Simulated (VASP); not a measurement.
Input of a VASP 6.6.1 run:

File INCAR:

```
PREC = Accurate
ENCUT = 520
EDIFF = 1E-7
ISMEAR = -1
SIGMA = 0.1
LREAL = F
LASPH = T
NELM = 80
ALGO = Normal
ISIF = 2
LWAVE = F
LCHARG = F
NBANDS = 28
```

Contents of KPOINTS:

```
regular mesh
0
Gamma
  8 8 10
```

The input POSCAR:

```
Pb
1.0
    4.9580588738      0.0000000000      0.0000000000
   -2.4790294369      4.2938049382      0.0000000000
    0.0000000000      0.0000000000      2.9176583677
Pb
3
Direct
    0.0000000000      0.0000000000      0.0000000000
    0.3333333333      0.6666666667      0.5000000000
    0.6666666667      0.3333333333      0.5000000000
```

Potentials or basis: VASP PAW LDA potentials, release 64 (Pb_d).

Launch:

```bash
$ cat potpaw_LDA.64/Pb_d/POTCAR > POTCAR
$ mpirun -np 1 vasp_std > vasp.out
```

Question: What does it give for the pressure?

Answer: 41.4 GPa.

Question: What does it give for the band gap on the k mesh?

Answer: Zero (bands 21 and 22 overlap by 5.27 eV).

Caveat: the cell stands under pressure; spin-orbit coupling is left out, which moves the levels of the heavy elements.
